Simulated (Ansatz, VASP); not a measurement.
**Two plane-wave programs on Ga**

The input POSCAR:

```
Ga
1.0
    0.0000000000      2.1135640961      2.1135640961
    2.1135640961      0.0000000000      2.1135640961
    2.1135640961      2.1135640961      0.0000000000
Ga
1
Direct
    0.0000000000      0.0000000000      0.0000000000
```

The input INCAR.step1:

```
SYSTEM = Ga
PREC = Accurate
ENCUT = 520
EDIFF = 1E-5
ISMEAR = 0
SIGMA = 0.05
LREAL = .FALSE.
LASPH = .TRUE.
NELM = 80
ALGO = Normal
ISIF = 2
LWAVE = .TRUE.
LCHARG = .FALSE.
NBANDS = 12
GGA = PE
```

Contents of INCAR.step2:

```
SYSTEM = Ga
PREC = Accurate
ENCUT = 520
EDIFF = 1E-7
ISMEAR = 0
SIGMA = 0.05
LREAL = .FALSE.
LASPH = .TRUE.
NELM = 80
ALGO = Normal
ISIF = 2
LWAVE = .FALSE.
LCHARG = .FALSE.
GGA = PE
LHFCALC = .TRUE.
HFSCREEN = 0.2079
PRECFOCK = Normal
NBANDS = 12
ISTART = 1
```

File KPOINTS:

```
Automatic mesh
0
G
  8 8 8
  0 0 0
```

Input for Ansatz:

```yaml
crystal:
  lattice:
    - [0.0, 2.1135640961, 2.1135640961]
    - [2.1135640961, 0.0, 2.1135640961]
    - [2.1135640961, 2.1135640961, 0.0]
  atoms:
    - { symbol: Ga, position: [0.0, 0.0, 0.0] }
basis:
  ecutwfc: 420
  ecutrho_ratio: 4
kpoints:
  mp_grid: { grid: [8, 8, 8] }
hamiltonian:
  xc: hse06
scf:
  occupations: { method: gaussian, width: 0.05 }
output:
  forces: true
  stress: true
  eigenvalues: true
```

Alike in both runs: task single point; functional HSE06; k mesh 8 × 8 × 8; occupations gaussian, width 0.05 eV; no spin polarisation.

|  | VASP | Ansatz |
| --- | --- | --- |
| version | VASP 6.6.1 | Ansatz 0.2.0 |
| potentials or method | VASP PAW PBE potentials, release 64 (Ga_d), cutoff 520 eV | scalar-relativistic, plane waves, PAW |
| valence electrons in the cell | 13 | 13 |

|  | VASP | Ansatz | Ansatz less VASP |
| --- | --- | --- | --- |
| gap on the k mesh at the Fermi level (eV) | none | none | - |
| pressure (GPa) | -0.6 | -0.8 | -0.18 |

A gap of «none» marks a metal or a gap that the smearing closes. Ansatz's warnings: filled band counts differ across k points, stress exchange threshold loose, stress scf threshold loose.
